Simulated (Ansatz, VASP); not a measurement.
LiBPt: VASP beside Ansatz

```
Li B Pt
1.0
     3.47248    0.00000    0.00000
    -1.73624    3.00725    0.00000
     0.00000    0.00000    3.55998
Li B Pt
1 1 1
Direct
  0.00000 0.00000 0.00000
  0.33333 0.66667 0.50000
  0.66667 0.33333 0.50000
```

Change from the starting cell: species swapped into the CeZnSi type (P-6m2, No. 187).

Alike in both runs: task single point; functional PBE; k mesh 6 × 6 × 6; occupations gaussian, width 0.1 eV; no spin polarisation.

|  | VASP | Ansatz |
| --- | --- | --- |
| version | VASP 6.6.1 | Ansatz 0.2.0 |
| potentials or method | VASP PAW PBE potentials, release 64 (Li_sv, B, Pt_sv_GW), cutoff 880 eV | scalar-relativistic, plane waves, PAW |
| valence electrons in the cell | 24 | 24 |

```csv
,VASP,Ansatz,Ansatz less VASP
gap on the k mesh at the Fermi level (eV),none,none,-
pressure (GPa),8.6,8.7,+0.11
"traceless stress, the component that is largest in VASP (GPa)",-1.50,-1.47,+0.027
```

A gap of «none» marks a metal or a gap that the smearing closes. With one functional, cell and mesh, what is left measures potentials, basis and numerics.

Spin-orbit coupling is off throughout.
